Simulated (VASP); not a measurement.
Write the native input for VASP 6.6.1 that does the following.

```
Task                   : relaxation of cell and atoms
Functional             : PBE
Potentials or basis    : VASP PAW PBE potentials, release 64 (Be, W_sv, N)
Cutoff                 : 600 eV
k mesh                 : 10 × 10 × 10
Occupations            : gaussian, width 0.1 eV
Spin                   : no spin polarisation
Dipole correction      : no
Further INCAR settings : ALGO = Normal; EDIFF = 1e-07; IBRION = 2; EDIFFG = -0.01; NSW = 100; ISIF = 3
```

The structure of BeWN4 lies in POSCAR:

```
BeWN4
1.0
   -2.5698436856      2.5698436856      3.9605628082
    2.5698436856     -2.5698436856      3.9605628082
    2.5698436856      2.5698436856     -3.9605628082
Be W N
2 2 8
Direct
    0.7500000000      0.2500000000      0.5000000000
    0.0000000000      0.0000000000      0.0000000000
    0.2500000000      0.7500000000      0.5000000000
    0.5000000000      0.5000000000      0.0000000000
    0.5527822040      0.5022352094      0.4174749551
    0.2522352094      0.3347602543      0.4494530054
    0.0847602543      0.1353072489      0.5825250449
    0.8853072489      0.8027822040      0.5505469946
    0.1972177960      0.7477647906      0.0825250449
    0.4977647906      0.9152397457      0.0505469946
    0.6652397457      0.1146927511      0.9174749551
    0.8646927511      0.4472177960      0.9494530054
```

These files were run (other wordings do the same):

INCAR

```
PREC = Accurate ; ENCUT = 600
EDIFF = 1E-7 ; ISMEAR = 0
SIGMA = 0.1 ; LREAL = F
LASPH = T ; NELM = 120
ALGO = Normal ; ISIF = 3
LWAVE = F ; LCHARG = F
GGA = PE ; IBRION = 2
NSW = 100 ; EDIFFG = -0.01
GGA_COMPAT = F ; NELMIN = 4
KPAR = 4
```

KPOINTS

```
regular mesh
0
Gamma
  10 10 10
```

Potentials or basis: VASP PAW PBE potentials, release 64 (Be, W_sv, N).

The run is started by

```sh
$ cat potpaw_PBE.64/Be/POTCAR potpaw_PBE.64/W_sv/POTCAR potpaw_PBE.64/N/POTCAR > POTCAR
$ mpirun -np 4 vasp_std > vasp.out
```

Results of the run:

- Relaxed volume: 8.73 Å³/atom
- Relaxed cell: a = 5.377 Å, b = 5.377 Å, c = 5.377 Å, α = 122.84°, β = 122.84°, γ = 85.15°
- Space group after relaxing (to 0.05 Å): I4_1/a (No. 88)
- Energy gained by relaxing: 0.0 meV/atom
- Ionic steps: 4
- Pressure after relaxing: -0.1 GPa
- Largest force after relaxing: 0.008 eV/Å
- Band gap on the k mesh: zero (band 36 reaches 7.01 eV, above the bottom of band 37 at 6.69 eV)

Caveat: spin-orbit coupling is left out, which moves the levels of the heavy elements.

Wall time 8.6 min on 4 MPI ranks on Intel(R) Xeon(R) Platinum 8488C (Sapphire Rapids) (shared host), peak memory 0.8 GiB a rank.
